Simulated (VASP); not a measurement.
# Y3AlN4 (Pm-3m) in VASP: notebook, part 2 of 2

VASP 6.6.1. Earlier steps stand in the parts before.

## 3. Single point, PBE

This run uses another cell than the first one, of 16.00 Å³/atom, 1.170 times its volume.

The input, INCAR:

```
SYSTEM = Y3AlN4
PREC = Accurate
ENCUT = 520
EDIFF = 1E-6
ISMEAR = 0
SIGMA = 0.1
LREAL = .FALSE.
LASPH = .TRUE.
NELM = 60
ALGO = Normal
ISIF = 2
LWAVE = .FALSE.
LCHARG = .FALSE.
GGA = PE
NBANDS = 38
```

The input, KPOINTS:

```
regular mesh
0
G
  4 4 4
  0 0 0
```

The input, POSCAR:

```
Y3AlN4
1.0
    5.0398178000      0.0000000000      0.0000000000
    0.0000000000      5.0398178000      0.0000000000
    0.0000000000      0.0000000000      5.0398178000
Y Al N
3 1 4
Direct
    0.0000000000      0.0000000000      0.5000000000
    0.5000000000      0.0000000000      0.0000000000
    0.0000000000      0.5000000000      0.0000000000
    0.5000000000      0.5000000000      0.5000000000
    0.5000000000      0.5000000000      0.0000000000
    0.0000000000      0.5000000000      0.5000000000
    0.5000000000      0.0000000000      0.5000000000
    0.0000000000      0.0000000000      0.0000000000
```

Potentials or basis: VASP PAW PBE potentials, release 64 (Y_sv, Al, N).

Run with:

```console
cat potpaw_PBE.64/Y_sv/POTCAR potpaw_PBE.64/Al/POTCAR potpaw_PBE.64/N/POTCAR > POTCAR
mpirun -np 1 vasp_std > vasp.out
```

OUTCAR:

```text
SYSTEM = Y3AlN4
   PREC = Accurate
   ENCUT = 520
   EDIFF = 1E-6
   ISMEAR = 0
   LREAL = .FALSE.
   LASPH = .TRUE.
   NELM = 60
   ISIF = 2
   GGA = PE

 ion  position               nearest neighbor table
   1  0.000  0.000  0.500-   6 2.52   7 2.52   8 2.52   8 2.52   6 2.52   7 2.52   2 3.56   3 3.56
                             2 3.56   3 3.56   4 3.56   3 3.56   3 3.56   2 3.56   4 3.56   4 3.56
   2  0.500  0.000  0.000-   5 2.52   7 2.52   8 2.52   7 2.52   5 2.52   8 2.52   1 3.56   4 3.56
                             1 3.56   3 3.56   4 3.56   3 3.56   4 3.56   1 3.56   3 3.56   4 3.56
   3  0.000  0.500  0.000-   5 2.52   6 2.52   8 2.52   6 2.52   8 2.52   5 2.52   1 3.56   4 3.56
                             1 3.56   1 3.56   2 3.56   2 3.56   1 3.56   2 3.56   4 3.56   4 3.56
   4  0.500  0.500  0.500-   5 2.52   6 2.52   7 2.52   5 2.52   7 2.52   6 2.52   2 3.56   3 3.56
                             1 3.56   1 3.56   2 3.56   2 3.56   2 3.56   1 3.56   3 3.56   3 3.56
   5  0.500  0.500  0.000-   2 2.52   3 2.52   4 2.52   4 2.52   2 2.52   3 2.52
   6  0.000  0.500  0.500-   1 2.52   3 2.52   4 2.52   3 2.52   1 2.52   4 2.52
   7  0.500  0.000  0.500-   1 2.52   2 2.52   4 2.52   2 2.52   4 2.52   1 2.52
   8  0.000  0.000  0.000-   1 2.52   2 2.52   3 2.52   1 2.52   3 2.52   2 2.52

  LATTYP: Found a simple cubic cell.
 ALAT       =     5.0398178000

  Lattice vectors:

 A1 = (   5.0398178000,   0.0000000000,   0.0000000000)
 A2 = (   0.0000000000,   5.0398178000,   0.0000000000)
 A3 = (   0.0000000000,   0.0000000000,   5.0398178000)

Analysis of symmetry for initial positions (statically):
=====================================================================
 Subroutine PRICEL returns:
 Original cell was already a primitive cell.

 Routine SETGRP: Setting up the symmetry group for a
 simple cubic supercell.

 Subroutine GETGRP returns: Found 48 space group operations
 (whereof 48 operations were pure point group operations)
 out of a pool of 48 trial point group operations.

The static configuration has the point symmetry O_h .

Analysis of symmetry for dynamics (positions and initial velocities):
=====================================================================
 Subroutine PRICEL returns:
 Original cell was already a primitive cell.

 Routine SETGRP: Setting up the symmetry group for a
 simple cubic supercell.

 Subroutine GETGRP returns: Found 48 space group operations
 (whereof 48 operations were pure point group operations)
 out of a pool of 48 trial point group operations.

The dynamic configuration has the point symmetry O_h .

 Subroutine INISYM returns: Found 48 space group operations
 (whereof 48 operations are pure point group operations),
 and found     1 'primitive' translations

----------------------------------------------------------------------------------------

                                     Primitive cell

  volume of cell :     128.0102

  direct lattice vectors                    reciprocal lattice vectors
     5.039817800  0.000000000  0.000000000     0.198419871  0.000000000  0.000000000
     0.000000000  5.039817800  0.000000000     0.000000000  0.198419871  0.000000000
     0.000000000  0.000000000  5.039817800     0.000000000  0.000000000  0.198419871

  length of vectors
     5.039817800  5.039817800  5.039817800     0.198419871  0.198419871  0.198419871

  position of ions in fractional coordinates (direct lattice)
     0.000000000  0.000000000  0.500000000
     0.500000000  0.000000000  0.000000000
     0.000000000  0.500000000  0.000000000
[... 56 lines left out ...]
   number of dos      NEDOS =    301   number of ions     NIONS =      8
   total plane-waves  NPLWV =  64000
   dimension x,y,z NGX =    40 NGY =   40 NGZ =   40
   dimension x,y,z NGXF=    80 NGYF=   80 NGZF=   80
   ions per type =               3   1   4
   NGX,Y,Z   is equivalent  to a cutoff of  13.19, 13.19, 13.19 a.u.
   NGXF,Y,Z  is equivalent  to a cutoff of  26.39, 26.39, 26.39 a.u.
 SYSTEM =  Y3AlN4
   PREC   = accura    normal or accurate (medium, high low for compatibility)
   ISTART =      0    job   : 0-new  1-cont  2-samecut
   ICHARG =      2    charge: 1-file 2-atom 10-const
   ISPIN  =      1    spin polarized calculation?
   LNONCOLLINEAR =      F non collinear calculations
   LSORBIT =      F    spin-orbit coupling
   LASPH  =      T    aspherical Exc in radial PAW
   ENCUT  =  520.0 eV  38.22 Ry    6.18 a.u.   9.37  9.37  9.37*2*pi/ulx,y,z
   NELM   =     60;   NELMIN=  2; NELMDL= -5     # of ELM steps
   EDIFF  = 0.1E-05   stopping-criterion for ELM
   LREAL  =      F    real-space projection
   EDIFFG = 0.1E-04   stopping-criterion for IOM
   NSW    =      0    number of steps for IOM
   IBRION =     -1    ionic relax: 0-MD 1-quasi-New 2-CG
   NFREE  =      0    steps in history (QN), initial steepest desc. (CG)
   ISIF   =      2    stress and relaxation
   ISYM   =      2    0-nonsym 1-usesym 2-fastsym
   POTIM  = 0.5000    time-step for ionic-motion
   TEBEG  =    0.0;   TEEND  =   0.0 temperature during run
   PSTRESS=    0.0 pullay stress
   NELECT =      56.0000    total number of electrons
   NUPDOWN=      -1.0000    fix difference up-down
   EMIN   =  10.00;   EMAX   =-10.00  energy-range for DOS
   EFERMI =   0.00;   METHOD = LEGACY
   ISMEAR =     0;   SIGMA  =   0.10  broadening in eV -4-tet -1-fermi 0-gaus
   EFERMI_NEDOS =   21; number of points for ismear=-14 and -15
   IALGO  =     38    algorithm
   IMIX   =      4    mixing-type and parameters
     AMIX     =   0.40;   BMIX     =  1.00
     AMIX_MAG =   1.60;   BMIX_MAG =  1.00
  volume/ion in A,a.u.               =      16.00       107.98
  Fermi-wavevector in a.u.,A,eV,Ry     =   1.242766  2.348487 21.013751  1.544467
  Thomas-Fermi vector in A             =   2.377106
   LORBIT       =      0    0 simple, 1 ext, 2 COOP (PROOUT), +10 PAW based schemes
   GGA     = PE    functional components
   LHFCALC =     F    Hartree Fock is set to
   AEXX    =    0.0000 exact exchange contribution
   IVDW    =     0    specifies the selected vdW correction
   LEPSILON=     F    determine dielectric tensor
   LRPA    =     F    only Hartree local field effects (RPA)
 non-spin polarized calculation
 Gauss-broadening in eV      SIGMA  =   0.10
  energy-cutoff  :      520.00
  volume of cell :      128.01
 maximum number of plane-waves:      3468
 NGX is ok and might be reduce to    40
   NGX = 19   NGY = 19   NGZ = 19

 number of electron      56.0000012 magnetization

 Free energy of the ion-electron system (eV)
  ---------------------------------------------------
  ext. energy  EPLUGINS =         0.00000000
  ---------------------------------------------------
  free energy    TOTEN  =       -65.71097896 eV

  energy without entropy =      -65.70854295  energy(sigma->0) =      -65.70976095

 E-fermi :   3.7102     XC(G=0): -10.4913

 val. band max:        3.6795496603   @ k =   0.0000   0.0000   0.0000
 cond. band min:       4.3963365874   @ k =   0.2500   0.0000   0.0000
 fundamental gap:      0.7167869272
 Fermi energy:         3.7102379421

 k-point     1 :       0.0000    0.0000    0.0000
  band No.  band energies     occupation
      1     -37.6005      2.00000
      2     -37.5240      2.00000
      3     -37.5240      2.00000
      4     -17.8192      2.00000
      5     -17.8192      2.00000
      6     -17.8192      2.00000
[... 399 lines left out ...]
     37       9.5069      0.00000
     38       9.5089      0.00000

------------------------ aborting loop because EDIFF is reached ----------------------------------------

  FORCE on cell =-STRESS in cart. coord.  units (eV):
  Direction    XX          YY          ZZ          XY          YZ          ZX
  --------------------------------------------------------------------------------------
  -------------------------------------------------------------------------------------
  Total      -14.6011729    -14.6011729    -14.6011729     -0.0000000     -0.0000000      0.0000000
  in kB     -182.7484989   -182.7484989   -182.7484989     -0.0000000     -0.0000000      0.0000000
  external PRESSURE =    -182.7484989 kB  Pullay stress =       0.0000000 kB

 VOLUME and BASIS-vectors are now :
 -----------------------------------------------------------------------------
  energy-cutoff  :      520.00
  volume of cell :      128.01
      direct lattice vectors                 reciprocal lattice vectors
     5.039817800  0.000000000  0.000000000     0.198419871  0.000000000  0.000000000
     0.000000000  5.039817800  0.000000000     0.000000000  0.198419871  0.000000000
     0.000000000  0.000000000  5.039817800     0.000000000  0.000000000  0.198419871

 POSITION                                       TOTAL-FORCE (eV/Angst)
 -----------------------------------------------------------------------------------
      0.00000      0.00000      2.51991         0.000000      0.000000      0.000000
      2.51991      0.00000      0.00000         0.000000      0.000000      0.000000
      0.00000      2.51991      0.00000         0.000000      0.000000      0.000000
      2.51991      2.51991      2.51991         0.000000      0.000000      0.000000
      2.51991      2.51991      0.00000         0.000000      0.000000      0.000000
      0.00000      2.51991      2.51991         0.000000      0.000000      0.000000
      2.51991      0.00000      2.51991         0.000000      0.000000      0.000000
      0.00000      0.00000      0.00000         0.000000      0.000000      0.000000
 -----------------------------------------------------------------------------------
    total drift:                                0.000000      0.000000     -0.000000

  FREE ENERGIE OF THE ION-ELECTRON SYSTEM (eV)
  ---------------------------------------------------
  free  energy   TOTEN  =       -65.7109789576 eV

  energy  without entropy=      -65.7085429496  energy(sigma->0) =      -65.70976095
```

Run time: 27 s. Hardware: 1 thread of Intel Xeon 6975P-C (Granite Rapids), shared host; peak memory 0.26 GiB.

Results:

```yaml
Free_energy: -65.7110 eV
Pressure: -18.3 GPa
Band_gap_on_the_k_mesh: zero (filled and empty bands touch)
```

## 4. Single point, PBE

The input, INCAR:

```
PREC = Accurate
ENCUT = 520
EDIFF = 1E-6
ISMEAR = 0
SIGMA = 0.1
LREAL = F
LASPH = T
NELM = 60
ALGO = Normal
ISIF = 2
LWAVE = F
LCHARG = F
GGA = PE
NBANDS = 38
```

The input, KPOINTS:

```
regular mesh
0
Gamma
  8 8 8
```

POSCAR: that of step 3 with these lines changed.

```diff
@@ -2,5 +2,5 @@
 1.0
-    5.0398178000      0.0000000000      0.0000000000
-    0.0000000000      5.0398178000      0.0000000000
-    0.0000000000      0.0000000000      5.0398178000
+    4.7801798481      0.0000000000      0.0000000000
+    0.0000000000      4.7801798481      0.0000000000
+    0.0000000000      0.0000000000      4.7801798481
 Y Al N
```

Run with:

```console
cat potpaw_PBE.64/Y_sv/POTCAR potpaw_PBE.64/Al/POTCAR potpaw_PBE.64/N/POTCAR > POTCAR
mpirun -np 1 vasp_std > vasp.out
```

Run time: 54 s. Hardware: 1 thread of Intel Xeon 6975P-C (Granite Rapids), shared host; peak memory 0.29 GiB.

It converged, with:

```
Free energy            : -66.9502 eV
Pressure               : -0.2 GPa
Band gap on the k mesh : zero (filled and empty bands touch)
```

Levels at points of the mesh, in eV from the Fermi level:
```csv
k point,band 25,band 26,band 27,band 28,band 29,band 30,band 31,band 32
"(0.00, 0.00, 0.00)",-0.36,-0.36,-0.05,-0.05,-0.05,0.68,0.68,0.68
"(0.50, 0.00, 0.00)",-0.72,-0.72,-0.40,-0.40,1.33,2.81,2.85,4.25
"(0.50, 0.50, 0.00)",-1.47,-1.19,-1.19,-0.96,4.30,4.69,4.78,4.80
"(0.50, 0.50, 0.50)",-2.33,-2.33,-1.24,-1.24,3.87,3.87,3.87,5.24
```

## 5. Summary

```tsv
cell	k mesh	gap on the mesh (eV)	pressure (GPa)
a = 4.782 Å, 8 atoms	4 × 4 × 4	none	-0.2
a = 5.040 Å, 8 atoms	4 × 4 × 4	none	-18.3
a = 4.780 Å, 8 atoms	8 × 8 × 8	none	-0.2
```

Alike in all rows: task single point; level PBE; potentials or basis VASP PAW PBE potentials, release 64 (Y_sv, Al, N); no spin polarisation; cutoff (eV) 520; smearing gaussian 0.1 eV.

Absolute energies hang on the potentials; compare differences alone.
